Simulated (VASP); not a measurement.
# Mo3H (P-3m1) in VASP: notebook

Runs on Mo3H. Level: PBE. Tasks: single point, relaxation of cell and atoms.

Program: VASP 6.6.1. These are calculated values, not measurements. Logs are shortened: lines on timing, memory, paths and dates and some standing lists are left out, and cuts for length are marked.

### 1 The cell of the first run

The structure is trigonal, space group P-3m1 (No. 164). The conventional cell has a = 2.872 Å, b = 2.872 Å, c = 7.000 Å, α = 90.00°, β = 90.00°, γ = 120.00°. Within 2.7 Å of H (site symmetry -3m) lie 6 Mo at 2.05 Å. Mo (site symmetry 3m) has 3 H at 2.05 Å within 2.7 Å. Mo (site symmetry -3m) has 12 Mo at 2.83 to 2.87 Å and 2 H at 3.50 Å within 3.7 Å.

### 2 Single point, PBE

INCAR

```
SYSTEM = Mo3H
PREC = Accurate
ENCUT = 520
EDIFF = 1E-7
ISMEAR = 0
SIGMA = 0.1
LREAL = .False.
LASPH = .True.
NELM = 100
ALGO = Normal
ISIF = 2
LWAVE = .False.
LCHARG = .False.
GGA = PE
NBANDS = 30
```

KPOINTS

```
regular mesh
0
Gamma
  12 12 6
  0 0 0
```

POSCAR

```
Mo3H
1.0
    2.8719934408      0.0000000000      0.0000000000
   -1.4359967204      2.4872192792      0.0000000000
    0.0000000000      0.0000000000      7.0003031210
H Mo
1 3
Direct
    0.0000000000      0.0000000000      0.5000000000
    0.6666666667      0.3333333333      0.6728522887
    0.3333333333      0.6666666667      0.3271477113
    0.0000000000      0.0000000000      0.0000000000
```

Potentials or basis: VASP PAW PBE potentials, release 64 (H, Mo_sv).

Started as:

```console
> cat potpaw_PBE.64/H/POTCAR potpaw_PBE.64/Mo_sv/POTCAR > POTCAR
> mpirun -np 1 vasp_std > vasp.out
```

OUTCAR:

```text
SYSTEM = Mo3H
   PREC = Accurate
   ENCUT = 520
   EDIFF = 1E-7
   ISMEAR = 0
   LREAL = .False.
   LASPH = .True.
   NELM = 100
   ISIF = 2
   GGA = PE

 ion  position               nearest neighbor table
   1  0.000  0.000  0.500-   2 2.05   3 2.05   3 2.05   2 2.05   2 2.05   3 2.05
   2  0.667  0.333  0.673-   1 2.05   1 2.05   1 2.05   4 2.83   4 2.83   4 2.83   3 2.93   3 2.93
                             3 2.93
   3  0.333  0.667  0.327-   1 2.05   1 2.05   1 2.05   4 2.83   4 2.83   4 2.83   2 2.93   2 2.93
                             2 2.93
   4  0.000  0.000  0.000-   2 2.83   3 2.83   3 2.83   2 2.83   2 2.83   3 2.83

  LATTYP: Found a hexagonal cell.
 ALAT       =     2.8719934408
 C/A-ratio  =     2.4374370155

  Lattice vectors:

 A1 = (   2.8719934408,   0.0000000000,   0.0000000000)
 A2 = (  -1.4359967204,   2.4872192792,   0.0000000000)
 A3 = (   0.0000000000,   0.0000000000,   7.0003031210)

Analysis of symmetry for initial positions (statically):
=====================================================================
 Subroutine PRICEL returns:
 Original cell was already a primitive cell.

 Routine SETGRP: Setting up the symmetry group for a
 hexagonal supercell.

 Subroutine GETGRP returns: Found 12 space group operations
 (whereof 12 operations were pure point group operations)
 out of a pool of 24 trial point group operations.

The static configuration has the point symmetry D_3d.

Analysis of symmetry for dynamics (positions and initial velocities):
=====================================================================
 Subroutine PRICEL returns:
 Original cell was already a primitive cell.

 Routine SETGRP: Setting up the symmetry group for a
 hexagonal supercell.

 Subroutine GETGRP returns: Found 12 space group operations
 (whereof 12 operations were pure point group operations)
 out of a pool of 24 trial point group operations.

The dynamic configuration has the point symmetry D_3d.

 Subroutine INISYM returns: Found 12 space group operations
 (whereof 12 operations are pure point group operations),
 and found     1 'primitive' translations

----------------------------------------------------------------------------------------

                                     Primitive cell

  volume of cell :      50.0051

[... 84 lines left out ...]
   ISTART =      0    job   : 0-new  1-cont  2-samecut
   ICHARG =      2    charge: 1-file 2-atom 10-const
   ISPIN  =      1    spin polarized calculation?
   LNONCOLLINEAR =      F non collinear calculations
   LSORBIT =      F    spin-orbit coupling
   LASPH  =      T    aspherical Exc in radial PAW
   ENCUT  =  520.0 eV  38.22 Ry    6.18 a.u.   5.34  5.34 13.02*2*pi/ulx,y,z
   NELM   =    100;   NELMIN=  2; NELMDL= -5     # of ELM steps
   EDIFF  = 0.1E-06   stopping-criterion for ELM
   LREAL  =      F    real-space projection
   EDIFFG = 0.1E-05   stopping-criterion for IOM
   NSW    =      0    number of steps for IOM
   IBRION =     -1    ionic relax: 0-MD 1-quasi-New 2-CG
   NFREE  =      0    steps in history (QN), initial steepest desc. (CG)
   ISIF   =      2    stress and relaxation
   ISYM   =      2    0-nonsym 1-usesym 2-fastsym
   POTIM  = 0.5000    time-step for ionic-motion
   TEBEG  =    0.0;   TEEND  =   0.0 temperature during run
   PSTRESS=    0.0 pullay stress
   NELECT =      43.0000    total number of electrons
   NUPDOWN=      -1.0000    fix difference up-down
   EMIN   =  10.00;   EMAX   =-10.00  energy-range for DOS
   EFERMI =   0.00;   METHOD = LEGACY
   ISMEAR =     0;   SIGMA  =   0.10  broadening in eV -4-tet -1-fermi 0-gaus
   EFERMI_NEDOS =   21; number of points for ismear=-14 and -15
   IALGO  =     38    algorithm
   IMIX   =      4    mixing-type and parameters
     AMIX     =   0.40;   BMIX     =  1.00
     AMIX_MAG =   1.60;   BMIX_MAG =  1.00
  volume/ion in A,a.u.               =      12.50        84.36
  Fermi-wavevector in a.u.,A,eV,Ry     =   1.556776  2.941881 32.974430  2.423552
  Thomas-Fermi vector in A             =   2.660523
   LORBIT       =      0    0 simple, 1 ext, 2 COOP (PROOUT), +10 PAW based schemes
   GGA     = PE    functional components
   LHFCALC =     F    Hartree Fock is set to
   AEXX    =    0.0000 exact exchange contribution
   IVDW    =     0    specifies the selected vdW correction
   LEPSILON=     F    determine dielectric tensor
   LRPA    =     F    only Hartree local field effects (RPA)
 non-spin polarized calculation
 Gauss-broadening in eV      SIGMA  =   0.10
  energy-cutoff  :      520.00
  volume of cell :       50.01
 maximum number of plane-waves:      1382
 NGX is ok and might be reduce to    24
   NGX = 11   NGY = 11   NGZ = 27

 number of electron      42.9999997 magnetization

 Free energy of the ion-electron system (eV)
  ---------------------------------------------------
  ext. energy  EPLUGINS =         0.00000000
  ---------------------------------------------------
  free energy    TOTEN  =       -35.24100150 eV

  energy without entropy =      -35.22713093  energy(sigma->0) =      -35.23406622

 E-fermi :  11.5794     XC(G=0): -13.2193

 val. band max:       11.5776440534   @ k =  -0.1667   0.4167   0.1667
 cond. band min:      11.5812680572   @ k =   0.4167   0.0833   0.0000
 fundamental gap:      0.0036240038
 Fermi energy:        11.5793864270

 k-point     1 :       0.0000    0.0000    0.0000
  band No.  band energies     occupation
      1     -49.2033      2.00000
      2     -49.0958      2.00000
      3     -48.9694      2.00000
      4     -23.5363      2.00000
      5     -23.5070      2.00000
      6     -22.7769      2.00000
[... 781 lines left out ...]
     29      14.6321      0.00000
     30      16.5781      0.00000

 [... further k-points ...]
[... 5 lines left out ...]
  --------------------------------------------------------------------------------------
  -------------------------------------------------------------------------------------
  Total        0.1273780      0.1273780      0.1358254      0.0000000      0.0000000      0.0000000
  in kB        4.0812269      4.0812269      4.3518838      0.0000000      0.0000000      0.0000000
  external PRESSURE =       4.1714458 kB  Pullay stress =       0.0000000 kB

 VOLUME and BASIS-vectors are now :
 -----------------------------------------------------------------------------
  energy-cutoff  :      520.00
  volume of cell :       50.01
      direct lattice vectors                 reciprocal lattice vectors
     2.871993441  0.000000000  0.000000000     0.348190210  0.201027712  0.000000000
    -1.435996720  2.487219279  0.000000000     0.000000000  0.402055423  0.000000000
     0.000000000  0.000000000  7.000303121     0.000000000  0.000000000  0.142850957

 POSITION                                       TOTAL-FORCE (eV/Angst)
 -----------------------------------------------------------------------------------
      0.00000      0.00000      3.50015        -0.000000      0.000000      0.000000
      1.43600      0.82907      4.71017         0.000000     -0.000000      0.002846
     -0.00000      1.65815      2.29013        -0.000000      0.000000     -0.002846
      0.00000      0.00000      0.00000        -0.000000      0.000000      0.000000
 -----------------------------------------------------------------------------------
    total drift:                                0.000000      0.000000      0.000000

  FREE ENERGIE OF THE ION-ELECTRON SYSTEM (eV)
  ---------------------------------------------------
  free  energy   TOTEN  =       -35.2410015022 eV

  energy  without entropy=      -35.2271309322  energy(sigma->0) =      -35.23406622
```

stdout:

```text
POSCAR found type information on POSCAR H Mo
 POSCAR found :  2 types and       4 ions
 scaLAPACK will be used
 LDA part: xc-table for (Slater+PW92), standard interpolation
 POSCAR, INCAR and KPOINTS ok, starting setup
 FFT: planning ... GRIDC
 FFT: planning ... GRID_SOFT
 FFT: planning ... GRID
 WAVECAR not read
 entering main loop
```

Run time: 54 s. Hardware: 1 thread of Intel Xeon 6975P-C (Granite Rapids), shared host; peak memory 0.25 GiB.

What came out:

* Free energy: -35.2410 eV
* Pressure: 0.4 GPa
* Band gap on the k mesh: zero (an odd number of electrons rules out a gap without spin polarisation)

Forces in eV/Å, atoms in the order of the input:
```
H    0.000  0.000  0.000
Mo   0.000  0.000  0.003
Mo   0.000  0.000 -0.003
Mo   0.000  0.000  0.000
```

[end of part 1 of 2]

The gap in the log of VASP goes by the Fermi energy; the results here count the filled bands.